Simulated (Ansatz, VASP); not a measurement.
Two plane-wave programs on MgZn4O

```
Mg Zn O
1.0
     5.12480    0.00000    0.00000
    -2.56240    4.43821    0.00000
     0.00000    0.00000    3.93240
Mg Zn O
1 4 1
Cartesian
  0.0000 2.9588 0.0000
  2.5624 1.4794 0.0000
  3.8294 2.2109 1.9662
  1.2954 2.2109 1.9662
  2.5624 0.0164 1.9662
  0.0000 0.0000 0.0000
```

Change from the starting cell: species swapped into the TmAlNi4 type (P-6m2, No. 187).

Alike in both runs: task relaxation of cell and atoms; functional PBE; k mesh 4 × 4 × 4; occupations gaussian, width 0.2 eV; no spin polarisation.

|  | VASP | Ansatz |
| --- | --- | --- |
| version | VASP 6.6.1 | Ansatz 0.2.0 |
| potentials or method | VASP PAW PBE potentials, release 64 (Mg, Zn, O), cutoff 600 eV | scalar-relativistic, plane waves, PAW |
| valence electrons in the cell | 56 | 64 |

|  | VASP | Ansatz | Ansatz less VASP |
| --- | --- | --- | --- |
| gap on the k mesh at the Fermi level, each at its own relaxed structure (eV) | none | none | - |
| relaxed volume (Å³/atom) | 17.07 | 16.91 | -0.157 |
| relaxed cell length with the largest relative difference (Å) | 4.849 | 4.824 | -0.0247 |

A gap of «none» marks a metal or a gap that the smearing closes. VASP's potentials hold 56 valence electrons a cell and Ansatz's 64, so a difference there can come from the potentials and not from the codes.

The k mesh is coarse, so the values compare programs but aren't converged.
